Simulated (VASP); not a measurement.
# Ir2F (Fd-3m) in VASP: further runs, part 2 of 2

VASP 6.6.1. Earlier steps stand in the parts before.

### Step 3. Single point, PBE, collinear spin

This run uses another cell than the first one, of 12.59 Å³/atom.

INCAR reads:

```
  PREC = Accurate
  ENCUT = 520
  EDIFF = 1E-6
  ISMEAR = 0
  SIGMA = 0.1
  LREAL = F
  LASPH = T
  NELM = 150
  ALGO = Fast
  ISIF = 2
  LWAVE = F
  LCHARG = F
  ISPIN = 2
  MAGMOM = 1 1 1 1 0 0
  LORBIT = 11
  LMAXMIX = 4
  GGA = PE
  NBANDS = 38
```

KPOINTS reads:

```
regular mesh
0
Gamma
  6 6 6
```

POSCAR reads:

```
Ir2F
1.0
    0.0000000000      3.3550603455      3.3550603455
    3.3550603455      0.0000000000      3.3550603455
    3.3550603455      3.3550603455      0.0000000000
Ir F
4 2
Direct
    0.6250000000      0.6250000000      0.6250000000
    0.1250000000      0.6250000000      0.6250000000
    0.6250000000      0.6250000000      0.1250000000
    0.6250000000      0.1250000000      0.6250000000
    0.0000000000      0.0000000000      0.0000000000
    0.2500000000      0.2500000000      0.2500000000
```

Potentials or basis: VASP PAW PBE potentials, release 64 (Ir, F).

The run is started by

```bash
cat potpaw_PBE.64/Ir/POTCAR potpaw_PBE.64/F/POTCAR > POTCAR
mpirun -np 1 vasp_std > vasp.out
```

OUTCAR:

```text
PREC = Accurate
   ENCUT = 520
   EDIFF = 1E-6
   ISMEAR = 0
   LREAL = F
   LASPH = T
   NELM = 150
   ISIF = 2
   ISPIN = 2
   LORBIT = 11
   GGA = PE

 ion  position               nearest neighbor table
   1  0.625  0.625  0.625-   2 2.37   3 2.37   4 2.37   3 2.37   4 2.37   2 2.37
   2  0.125  0.625  0.625-   1 2.37   3 2.37   4 2.37   1 2.37   3 2.37   4 2.37
   3  0.625  0.625  0.125-   1 2.37   1 2.37   2 2.37   4 2.37   4 2.37   2 2.37
   4  0.625  0.125  0.625-   1 2.37   3 2.37   1 2.37   2 2.37   3 2.37   2 2.37
   5  0.000  0.000  0.000-
   6  0.250  0.250  0.250-

  LATTYP: Found a face centered cubic cell.
[... 1512 lines left out ...]
 -----------------------------------------------------------------------------------
      4.19383      4.19383      4.19383        -0.000000     -0.000000     -0.000000
      4.19383      2.51630      2.51630        -0.000000     -0.000000     -0.000000
      2.51630      2.51630      4.19383        -0.000000     -0.000000     -0.000000
      2.51630      4.19383      2.51630        -0.000000     -0.000000     -0.000000
      0.00000      0.00000      0.00000         0.000000      0.000000      0.000000
      1.67753      1.67753      1.67753        -0.000000     -0.000000     -0.000000
 -----------------------------------------------------------------------------------
    total drift:                                0.000000      0.000000      0.000000

  FREE ENERGIE OF THE ION-ELECTRON SYSTEM (eV)
  ---------------------------------------------------
  free  energy   TOTEN  =       -29.1817218231 eV

  energy  without entropy=      -29.1432510264  energy(sigma->0) =      -29.16248642

 total charge

# of ion       s       p       d       tot
------------------------------------------
    1        0.854   0.722   7.295   8.870
    2        0.854   0.722   7.295   8.870
    3        0.854   0.722   7.295   8.870
    4        0.854   0.722   7.295   8.870
    5        1.764   4.246   0.000   6.010
    6        1.764   4.246   0.000   6.010
--------------------------------------------------
tot          6.942  11.379  29.179  47.501

 magnetization (x)

# of ion       s       p       d       tot
------------------------------------------
    1        0.034   0.001   0.778   0.814
    2        0.034   0.001   0.778   0.814
    3        0.034   0.001   0.778   0.814
    4        0.034   0.001   0.778   0.814
    5        0.001   0.145   0.000   0.146
    6        0.001   0.145   0.000   0.146
--------------------------------------------------
tot          0.140   0.294   3.112   3.546
```

OSZICAR:

```text
N       E                     dE             d eps       ncg     rms          rms(c)
DAV:   1     0.567684188983E+03    0.56768E+03   -0.22818E+04  2432   0.133E+03
DAV:   2     0.663301859405E+01   -0.56105E+03   -0.51972E+03  2438   0.406E+02
DAV:   3    -0.329992690886E+02   -0.39632E+02   -0.37070E+02  2816   0.119E+02
DAV:   4    -0.339521711087E+02   -0.95290E+00   -0.94819E+00  2732   0.184E+01
DAV:   5    -0.339699285096E+02   -0.17757E-01   -0.17756E-01  2794   0.249E+00    0.426E+01
RMM:   6    -0.305210550433E+02    0.34489E+01   -0.11282E+01  2588   0.182E+01    0.331E+01
RMM:   7    -0.301333633430E+02    0.38769E+00   -0.30630E+00  2437   0.124E+01    0.172E+01
RMM:   8    -0.291641721791E+02    0.96919E+00   -0.86885E-01  2647   0.641E+00    0.500E+00
RMM:   9    -0.291818065871E+02   -0.17634E-01   -0.15733E-01  2746   0.232E+00    0.127E+00
RMM:  10    -0.291819798973E+02   -0.17331E-03   -0.26312E-02  2668   0.835E-01    0.677E-01
RMM:  11    -0.291815758223E+02    0.40407E-03   -0.42079E-03  2656   0.486E-01    0.237E-01
RMM:  12    -0.291817022202E+02   -0.12640E-03   -0.11991E-03  2701   0.214E-01    0.119E-01
RMM:  13    -0.291817129703E+02   -0.10750E-04   -0.29828E-04  2756   0.128E-01    0.532E-02
RMM:  14    -0.291817204132E+02   -0.74429E-05   -0.11374E-04  3012   0.588E-02    0.225E-02
RMM:  15    -0.291817222795E+02   -0.18663E-05   -0.16769E-05  2757   0.209E-02    0.121E-02
RMM:  16    -0.291817218231E+02    0.45639E-06   -0.18391E-06  1681   0.778E-03
   1 F= -.29181722E+02 E0= -.29162486E+02  d E =-.384708E-01  mag=     3.7027
```

stdout:

```text
POSCAR found type information on POSCAR IrF
 POSCAR found :  2 types and       6 ions
 scaLAPACK will be used
 LDA part: xc-table for (Slater+PW92), standard interpolation
 POSCAR, INCAR and KPOINTS ok, starting setup
 FFT: planning ... GRIDC
 FFT: planning ... GRID_SOFT
 FFT: planning ... GRID
 WAVECAR not read
 entering main loop
```

It took 3.5 min on 1 thread of Oxide Virtual Turin-like, shared host; peak memory 0.25 GiB.

What came out:

```yaml
Free_energy: -29.1817 eV
Pressure: 79.6 GPa
Net_moment: 3.70 μB per cell
Site_moments: Ir +0.81; F +0.15 μB
Valence_electrons_inside_the_program's_atomic_spheres: Ir 8.87; F 6.01
```

Caveat: the cell stands under pressure; spin-orbit coupling is left out, which moves the levels of the heavy elements.

### Step 4. Relaxation of cell and atoms, PBE, collinear spin

This run uses another cell than the first one, of 12.59 Å³/atom.

INCAR reads:

```
PREC     = Accurate       # precision mode
ENCUT    = 600            # plane-wave cutoff, eV
EDIFF    = 1E-6           # SCF threshold, eV
ISMEAR   = 0              # smearing method
SIGMA    = 0.1            # smearing width, eV
LREAL    = F              # projectors in reciprocal space
LASPH    = T              # aspherical terms in the spheres
NELM     = 150            # most SCF steps
ALGO     = Normal         # electronic algorithm
ISIF     = 3              # what is computed and relaxed
LWAVE    = F              # write WAVECAR
LCHARG   = F              # write CHGCAR
ISPIN    = 2              # spin polarisation
MAGMOM   = 0.79 0.79 0.79 0.79 0.17 0.17 # initial moments
LORBIT   = 11             # projections on sites
LMAXMIX  = 4              # l up to which the mixer works
GGA      = PE             # functional
IBRION   = 2              # ionic algorithm
NSW      = 90             # ionic steps
EDIFFG   = -0.04          # ionic threshold
```

KPOINTS reads:

```
Automatic mesh
0
Gamma
  4 4 4
```

POSCAR is that of step 3.

The run is started by

```bash
cat potpaw_PBE.64/Ir/POTCAR potpaw_PBE.64/F/POTCAR > POTCAR
mpirun -np 1 vasp_std > vasp.out
```

Wall time 12 min (1 thread of Oxide Virtual Turin-like, shared host); peak memory 0.28 GiB.

The run converged. Its results:

```
Free energy                                           : -33.7782 eV
Relaxed volume                                        : 16.24 Å³/atom
Relaxed cell                                          : a = 5.165 Å, b = 5.165 Å, c = 5.165 Å, α = 60.00°, β = 60.00°, γ = 60.00°
Space group after relaxing (to 0.1 Å)                 : Fd-3m (No. 227)
Pressure after relaxing                               : 0.1 GPa
Net moment                                            : 4.99 μB per cell
Site moments                                          : Ir +1.09; F +0.21 μB
Valence electrons inside the program's atomic spheres : Ir 8.07; F 5.96
```

Final structure:
```
Ir F
1.0
     0.00000    3.65199    3.65199
     3.65199    0.00000    3.65199
     3.65199    3.65199    0.00000
Ir F
4 2
Direct
  0.62500 0.62500 0.62500
  0.12500 0.62500 0.62500
  0.62500 0.62500 0.12500
  0.62500 0.12500 0.62500
  0.00000 0.00000 0.00000
  0.25000 0.25000 0.25000
```

Levels at points of the mesh, in eV from the Fermi level:
Spin up:
```tsv
k point	band 25	band 26	band 27	band 28	band 29	band 30
(0.00, 0.00, 0.00)	-0.23	-0.23	1.93	2.51	2.51	2.51
(0.50, 0.00, 0.00)	-0.54	-0.54	-0.52	-0.13	-0.13	2.51
(0.50, 0.50, 0.00)	-0.62	-0.62	-0.32	-0.32	-0.30	-0.30
```
Spin down:
| k point | band 19 | band 20 | band 21 | band 22 | band 23 | band 24 | band 25 | band 26 |
| --- | --- | --- | --- | --- | --- | --- | --- | --- |
| (0.00, 0.00, 0.00) | 0.50 | 0.50 | 0.50 | 0.51 | 0.51 | 0.51 | 0.75 | 0.75 |
| (0.50, 0.00, 0.00) | -1.07 | -1.07 | -0.80 | -0.34 | -0.34 | 0.05 | 0.44 | 0.49 |
| (0.50, 0.50, 0.00) | -1.44 | -1.44 | -0.68 | -0.68 | -0.06 | -0.06 | -0.05 | -0.05 |

Caveat: the k points lie up to 0.37 Å⁻¹ apart in the final cell; the volume moved by over 15 % at a fixed basis, so the end points are rough; spin-orbit coupling is left out, which moves the levels of the heavy elements.

### Step 5. Summary

```csv
task,cell,k mesh,cutoff (eV),gap on the mesh (eV),pressure (GPa),moment (μB)
single point,"a = 5.165 Å, angles 60.0°, 6 atoms",4 × 4 × 4,520,none,0.1,4.99
single point,"a = 4.745 Å, angles 60.0°, 6 atoms",6 × 6 × 6,520,none,79.6,3.70
relaxation of cell and atoms,"relaxed from a = 4.745 Å, angles 60.0°, 6 atoms",4 × 4 × 4,600,none,0.1,4.99
```

Alike in all rows: level PBE; potentials or basis VASP PAW PBE potentials, release 64 (Ir, F); spin collinear; smearing gaussian 0.1 eV.

Caveats: some runs use coarse meshes; spin-orbit coupling is left out, which moves the levels of the heavy elements; the cell stands under pressure (at least some runs); the volume moved by over 15 % at a fixed basis, so the end points are rough (at least some runs).

Total energies depend on the potentials used, so only differences within one code and one set of settings carry meaning.
